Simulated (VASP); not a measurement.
Cd, 1 atom in the cell. The structure is tetragonal, space group I4/mmm (No. 139). Conventional cell: a = 2.945 Å, b = 2.945 Å, c = 4.860 Å, α = 90.00°, β = 90.00°, γ = 90.00°. Cd (site symmetry 4/mmm) has 12 Cd at 2.94 to 3.20 Å within 3.9 Å.  This cell differs from its parent crystal: volume 21.075 Å^3 an atom, c/a of the conventional cell 1.1670.

```yaml
Program: VASP 6.6.1
Task: single point
Functional: PBE
Potentials_or_basis: VASP PAW PBE potentials, release 64 (Cd)
Cutoff: 520 eV
k_mesh: 18 × 18 × 18
Occupations: gaussian, width 0.15 eV
Spin: no spin polarisation
Dipole_correction: no
Further_INCAR_settings: ALGO = Normal; EDIFF = 1e-06; NBANDS = 12
```

Potentials or basis: VASP PAW PBE potentials, release 64 (Cd).

Command:

```console
$ cat potpaw_PBE.64/Cd/POTCAR > POTCAR
$ mpirun -np 1 vasp_std > vasp.out
```

Hardware: 1 thread of Intel Xeon 6975P-C (shared host).

Question: How long does it take, and how much memory?

Answer: It took 52 s on 1 thread of Intel Xeon 6975P-C, with other jobs on the host, peak memory 0.23 GiB. Counts: scf iterations 11, k points 480.
